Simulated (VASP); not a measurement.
# TaSi2 (P2) in VASP: single point with PBEsol

Aim: the single point of TaSi2 with PBEsol.

All numbers are computed with VASP 6.6.1; they aren't measurements. Logs are shortened: lines on timing, memory, paths and dates and some standing lists are left out, and cuts for length are marked.

### Step 1. The cell of the first run

Symmetry: P2, No. 3, monoclinic system. The conventional cell has a = 4.761 Å, b = 6.558 Å, c = 4.761 Å, α = 90.00°, β = 120.00°, γ = 90.00°. Within 2.9 Å of Ta (site symmetry 2) lie 8 Si at 2.09 to 2.88 Å and 2 Ta at 2.84 Å. Ta (site symmetry 2) has 10 Si at 2.60 to 2.81 Å and 4 Ta at 2.84 to 3.23 Å within 3.4 Å. Ta (site symmetry 2) has 10 Si at 2.60 to 2.81 Å and 2 Ta at 3.23 Å within 3.4 Å. Si (site symmetry 1) has 9 Si at 2.55 to 3.31 Å and 5 Ta at 2.60 to 2.88 Å within 3.4 Å. Within 2.9 Å of Si (site symmetry 1) lie 5 Ta at 2.09 to 2.81 Å and 5 Si at 2.55 to 2.81 Å. Within 3.4 Å of Si (site symmetry 1) lie 9 Si at 2.55 to 3.31 Å and 5 Ta at 2.60 to 3.16 Å.

### Step 2. Single point, PBEsol (atom 1 (Ta) moved by +0.000 Å along [1 0 0] and -0.642 Å along [0 0 1])

Input file INCAR:

```
SYSTEM = TaSi2
ALGO     = Normal         ! electronic algorithm
EDIFF    = 1E-7           ! SCF threshold, eV
ENCUT    = 520            ! plane-wave cutoff, eV
GGA      = PS             ! functional
ISIF     = 2              ! what is computed and relaxed
ISMEAR   = 0              ! smearing method
LASPH    = .True.         ! aspherical terms in the spheres
LCHARG   = .False.        ! write CHGCAR
LREAL    = .False.        ! projectors in reciprocal space
LWAVE    = .False.        ! write WAVECAR
NBANDS   = 38             ! bands
NELM     = 100            ! most SCF steps
PREC     = Accurate       ! precision mode
SIGMA    = 0.15           ! smearing width, eV
```

Input file KPOINTS:

```
k-points
0
Gamma
  9 9 6
  0 0 0
```

Input file POSCAR:

```
TaSi2
1.0
    4.7613605622      0.0000000000      0.0000000000
   -2.3806802811      4.1234592035      0.0000000000
    0.0000000000      0.0000000000      6.5581204410
Ta Si
3 6
Direct
    0.5000000000      0.0000000000     -0.0978939020
    0.5000000000      0.5000000000      0.6666666667
    0.0000000000      0.5000000000      0.3333333333
    0.1592624125      0.3185248251      0.0000000000
    0.8407375875      0.1592624125      0.6666666667
    0.6814751749      0.8407375875      0.3333333333
    0.8407375875      0.6814751749      0.0000000000
    0.1592624125      0.8407375875      0.6666666667
    0.3185248251      0.1592624125      0.3333333333
```

Potentials or basis: VASP PAW PBE potentials, release 64 (Ta_pv, Si).

Run with:

```console
$ cat potpaw_PBE.64/Ta_pv/POTCAR potpaw_PBE.64/Si/POTCAR > POTCAR
$ mpirun -np 1 vasp_std > vasp.out
```

OUTCAR:

```text
SYSTEM = TaSi2
   EDIFF = 1E-7
   ENCUT = 520
   GGA = PS
   ISIF = 2
   ISMEAR = 0
   LASPH = .True.
   LREAL = .False.
   NELM = 100
   PREC = Accurate

 ion  position               nearest neighbor table
   1  0.500  0.000  0.902-   5 2.09   8 2.09   4 2.79   7 2.79   4 2.79   7 2.79   2 2.84   2 2.84
                             4 2.88   7 2.88   9 3.16   6 3.16
   2  0.500  0.500  0.667-   4 2.60   7 2.60   6 2.60   9 2.60   8 2.72   5 2.72   8 2.72   5 2.72
                             8 2.81   5 2.81   1 2.84   1 2.84   3 3.23   3 3.23
   3  0.000  0.500  0.333-   4 2.60   7 2.60   5 2.60   8 2.60   9 2.72   6 2.72   9 2.72   6 2.72
                             6 2.81   9 2.81   2 3.23   2 3.23
   4  0.159  0.319  0.000-   5 2.55   9 2.55   3 2.60   2 2.60   7 2.63   1 2.79   1 2.79   7 2.81
                             7 2.81   1 2.88
   5  0.841  0.159  0.667-   1 2.09   4 2.55   6 2.55   3 2.60   8 2.63   2 2.72   2 2.72   2 2.81
                             8 2.81   8 2.81
   6  0.681  0.841  0.333-   7 2.55   5 2.55   2 2.60   9 2.63   3 2.72   3 2.72   3 2.81   9 2.81
                             9 2.81   1 3.16
   7  0.841  0.681  0.000-   8 2.55   6 2.55   3 2.60   2 2.60   4 2.63   1 2.79   1 2.79   4 2.81
                             4 2.81   1 2.88
   8  0.159  0.841  0.667-   1 2.09   7 2.55   9 2.55   3 2.60   5 2.63   2 2.72   2 2.72   2 2.81
                             5 2.81   5 2.81
   9  0.319  0.159  0.333-   4 2.55   8 2.55   2 2.60   6 2.63   3 2.72   3 2.72   3 2.81   6 2.81
                             6 2.81   1 3.16

  LATTYP: Found a hexagonal cell.
 ALAT       =     4.7613605622
 C/A-ratio  =     1.3773627003

  Lattice vectors:

 A1 = (   4.7613605622,   0.0000000000,   0.0000000000)
 A2 = (  -2.3806802811,   4.1234592035,   0.0000000000)
 A3 = (   0.0000000000,   0.0000000000,   6.5581204410)

Analysis of symmetry for initial positions (statically):
=====================================================================
 Subroutine PRICEL returns:
 Original cell was already a primitive cell.

 Routine SETGRP: Setting up the symmetry group for a
 hexagonal supercell.

 Subroutine GETGRP returns: Found  2 space group operations
 (whereof  2 operations were pure point group operations)
 out of a pool of 24 trial point group operations.

The static configuration has the point symmetry C_2 .

Analysis of symmetry for dynamics (positions and initial velocities):
=====================================================================
 Subroutine PRICEL returns:
 Original cell was already a primitive cell.

 Routine SETGRP: Setting up the symmetry group for a
 hexagonal supercell.

 Subroutine GETGRP returns: Found  2 space group operations
 (whereof  2 operations were pure point group operations)
 out of a pool of 24 trial point group operations.

The dynamic configuration has the point symmetry C_2 .

 Subroutine INISYM returns: Found  2 space group operations
 (whereof  2 operations are pure point group operations),
 and found     1 'primitive' translations

----------------------------------------------------------------------------------------

                                     Primitive cell

  volume of cell :     128.7574

  direct lattice vectors                    reciprocal lattice vectors
     4.761360562  0.000000000  0.000000000     0.210024002  0.121257414  0.000000000
    -2.380680281  4.123459204  0.000000000     0.000000000  0.242514828  0.000000000
     0.000000000  0.000000000  6.558120441     0.000000000  0.000000000  0.152482713

  length of vectors
     4.761360562  4.761360562  6.558120441     0.242514828  0.242514828  0.152482713

  position of ions in fractional coordinates (direct lattice)
     0.500000000  0.000000000  0.902106098
     0.500000000  0.500000000  0.666666667
     0.000000000  0.500000000  0.333333333
     0.159262412  0.318524825  0.000000000
     0.840737588  0.159262412  0.666666667
     0.681475175  0.840737588  0.333333333
     0.840737588  0.681475175  0.000000000
     0.159262412  0.840737588  0.666666667
     0.318524825  0.159262412  0.333333333

  ion indices of the primitive-cell ions
   primitive index   ion index
                 1           1
                 2           2
                 3           3
                 4           4
                 5           5
                 6           6
                 7           7
                 8           8
                 9           9

----------------------------------------------------------------------------------------

 KPOINTS: k-points

Automatic generation of k-mesh.
 Grid dimensions read from file:
 generate k-points for:    9    9    6

 Generating k-lattice:

  Cartesian coordinates                     Fractional coordinates (reciprocal lattice)
     0.023336000  0.013473046  0.000000000     0.111111111  0.000000000  0.000000000
     0.000000000  0.026946092  0.000000000     0.000000000  0.111111111  0.000000000
     0.000000000  0.000000000  0.025413786     0.000000000  0.000000000  0.166666667

  Length of vectors
     0.026946092  0.026946092  0.025413786

  Shift w.r.t. Gamma in fractional coordinates (k-lattice)
     0.000000000  0.000000000  0.000000000

 Subroutine IBZKPT returns following result:
 ===========================================

 Found    164 irreducible k-points:

 Following reciprocal coordinates:
            Coordinates               Weight
  0.000000  0.000000  0.000000      1.000000
  0.111111  0.000000  0.000000      2.000000
  0.000000  0.111111  0.000000      2.000000
 -0.111111  0.111111  0.000000      2.000000
  0.222222 -0.000000  0.000000      2.000000
  0.000000  0.222222  0.000000      2.000000
[... 16 lines left out ...]
  0.333333  0.111111  0.000000      2.000000
 -0.111111  0.444444  0.000000      2.000000
 [... further k-points ...]
   k-points           NKPTS =    164   k-points in BZ     NKDIM =    164   number of bands    NBANDS=     38
   number of dos      NEDOS =    301   number of ions     NIONS =      9
   total plane-waves  NPLWV =  64800
   dimension x,y,z NGX =    36 NGY =   36 NGZ =   50
   dimension x,y,z NGXF=    72 NGYF=   72 NGZF=  100
   ions per type =               3   6
   NGX,Y,Z   is equivalent  to a cutoff of  12.57, 12.57, 12.67 a.u.
   NGXF,Y,Z  is equivalent  to a cutoff of  25.14, 25.14, 25.35 a.u.
 SYSTEM =  TaSi2
   PREC   = accura    normal or accurate (medium, high low for compatibility)
   ISTART =      0    job   : 0-new  1-cont  2-samecut
   ICHARG =      2    charge: 1-file 2-atom 10-const
   ISPIN  =      1    spin polarized calculation?
   LNONCOLLINEAR =      F non collinear calculations
   LSORBIT =      F    spin-orbit coupling
   LASPH  =      T    aspherical Exc in radial PAW
   ENCUT  =  520.0 eV  38.22 Ry    6.18 a.u.   8.85  8.85 12.19*2*pi/ulx,y,z
   NELM   =    100;   NELMIN=  2; NELMDL= -5     # of ELM steps
   EDIFF  = 0.1E-06   stopping-criterion for ELM
   LREAL  =      F    real-space projection
   EDIFFG = 0.1E-05   stopping-criterion for IOM
   NSW    =      0    number of steps for IOM
   IBRION =     -1    ionic relax: 0-MD 1-quasi-New 2-CG
   NFREE  =      0    steps in history (QN), initial steepest desc. (CG)
   ISIF   =      2    stress and relaxation
   ISYM   =      2    0-nonsym 1-usesym 2-fastsym
   POTIM  = 0.5000    time-step for ionic-motion
   TEBEG  =    0.0;   TEEND  =   0.0 temperature during run
   PSTRESS=    0.0 pullay stress
   NELECT =      57.0000    total number of electrons
   NUPDOWN=      -1.0000    fix difference up-down
   EMIN   =  10.00;   EMAX   =-10.00  energy-range for DOS
   EFERMI =   0.00;   METHOD = LEGACY
   ISMEAR =     0;   SIGMA  =   0.15  broadening in eV -4-tet -1-fermi 0-gaus
   EFERMI_NEDOS =   21; number of points for ismear=-14 and -15
   IALGO  =     38    algorithm
   IMIX   =      4    mixing-type and parameters
     AMIX     =   0.40;   BMIX     =  1.00
     AMIX_MAG =   1.60;   BMIX_MAG =  1.00
  volume/ion in A,a.u.               =      14.31        96.54
  Fermi-wavevector in a.u.,A,eV,Ry     =   1.247697  2.357805 21.180833  1.556747
  Thomas-Fermi vector in A             =   2.381817
   LORBIT       =      0    0 simple, 1 ext, 2 COOP (PROOUT), +10 PAW based schemes
   GGA     = PS    functional components
   LHFCALC =     F    Hartree Fock is set to
   AEXX    =    0.0000 exact exchange contribution
   IVDW    =     0    specifies the selected vdW correction
   LEPSILON=     F    determine dielectric tensor
   LRPA    =     F    only Hartree local field effects (RPA)
 non-spin polarized calculation
 Gauss-broadening in eV      SIGMA  =   0.15
  energy-cutoff  :      520.00
  volume of cell :      128.76
 maximum number of plane-waves:      3501
   NGX = 17   NGY = 17   NGZ = 25

 number of electron      56.9999999 magnetization

 Free energy of the ion-electron system (eV)
  ---------------------------------------------------
  ext. energy  EPLUGINS =         0.00000000
  ---------------------------------------------------
  free energy    TOTEN  =       -72.60483115 eV

  energy without entropy =      -72.56921631  energy(sigma->0) =      -72.58702373

 E-fermi :   9.2858     XC(G=0): -12.1562

 val. band max:        9.2761069043   @ k =  -0.3333   0.3333   0.1667
 cond. band min:       9.2869190806   @ k =  -0.3333   0.2222   0.5000
 fundamental gap:      0.0108121763
 Fermi energy:         9.2857969285

 k-point     1 :       0.0000    0.0000    0.0000
  band No.  band energies     occupation
      1     -24.9893      2.00000
      2     -24.9166      2.00000
      3     -24.9025      2.00000
      4     -24.8468      2.00000
      5     -24.8389      2.00000
      6     -24.7644      2.00000
[... 30 lines left out ...]
     37      13.1342      0.00000
     38      13.6214      0.00000
[... 941 lines left out ...]
     37      12.8276      0.00000
     38      13.1602      0.00000

 [... further k-points ...]

------------------------ aborting loop because EDIFF is reached ----------------------------------------

  FORCE on cell =-STRESS in cart. coord.  units (eV):
  Direction    XX          YY          ZZ          XY          YZ          ZX
  --------------------------------------------------------------------------------------
  -------------------------------------------------------------------------------------
  Total       10.6452655      4.3930850     23.0969155      6.7963202      0.0000000      0.0000000
  in kB      132.4631018     54.6648334    287.4037347     84.5692060      0.0000000      0.0000000
  external PRESSURE =     158.1772233 kB  Pullay stress =       0.0000000 kB

 VOLUME and BASIS-vectors are now :
 -----------------------------------------------------------------------------
  energy-cutoff  :      520.00
  volume of cell :      128.76
      direct lattice vectors                 reciprocal lattice vectors
     4.761360562  0.000000000  0.000000000     0.210024002  0.121257414  0.000000000
    -2.380680281  4.123459204  0.000000000     0.000000000  0.242514828  0.000000000
     0.000000000  0.000000000  6.558120441     0.000000000  0.000000000  0.152482713

 POSITION                                       TOTAL-FORCE (eV/Angst)
 -----------------------------------------------------------------------------------
      2.38068      0.00000      5.91612        -0.000000      0.000000     17.532905
      1.19034      2.06173      4.37208        -0.000000      0.000000     -1.561736
     -1.19034      2.06173      2.18604        -0.000000      0.000000     -1.157429
     -0.00000      1.31342      0.00000        -0.247127     -0.088219     -0.437001
      3.62390      0.65671      4.37208         4.513475      2.820338     -6.285858
      1.24322      3.46675      2.18604        -0.548646      0.160658     -0.684011
      2.38068      2.81004      0.00000         0.247127      0.088219     -0.437001
     -1.24322      3.46675      4.37208        -4.513475     -2.820338     -6.285858
      1.13746      0.65671      2.18604         0.548646     -0.160658     -0.684011
 -----------------------------------------------------------------------------------
    total drift:                               -0.000000     -0.000000      0.000233

  FREE ENERGIE OF THE ION-ELECTRON SYSTEM (eV)
  ---------------------------------------------------
  free  energy   TOTEN  =       -72.6048311471 eV

  energy  without entropy=      -72.5692163058  energy(sigma->0) =      -72.58702373
```

It took 20 min on 1 thread of Intel Xeon 8259CL, shared host; peak memory 0.69 GiB.

Results:

* Free energy: -72.6048 eV
* Pressure: 15.8 GPa
* Largest force: 17.533 eV/Å
* Band gap on the k mesh: zero (an odd number of electrons rules out a gap without spin polarisation)

Forces in eV/Å, atoms in the order of the input:
```
Ta   0.000  0.000 17.533
Ta   0.000  0.000 -1.562
Ta   0.000  0.000 -1.157
Si  -0.247 -0.088 -0.437
Si   4.513  2.820 -6.286
Si  -0.549  0.161 -0.684
Si   0.247  0.088 -0.437
Si  -4.513 -2.820 -6.286
Si   0.549 -0.161 -0.684
```

Levels at points of the mesh, in eV from the Fermi level:
```csv
k point,band 26,band 27,band 28,band 29,band 30,band 31
"(0.00, 0.00, 0.00)",-2.05,-1.83,-1.78,-1.29,1.17,1.86
"(0.00, 0.00, 0.50)",-1.85,-1.80,-1.51,0.83,1.13,1.33
```

Caveat: the cell differs from its parent crystal (atom 1 (Ta) moved by +0.000 Å along [1 0 0] and -0.642 Å along [0 0 1]); the stress differs along the axes, from 5 to 29 GPa; the PAW data sets were made with another functional, which shifts forces and pressure a little; spin-orbit coupling is left out, which moves the levels of the heavy elements.
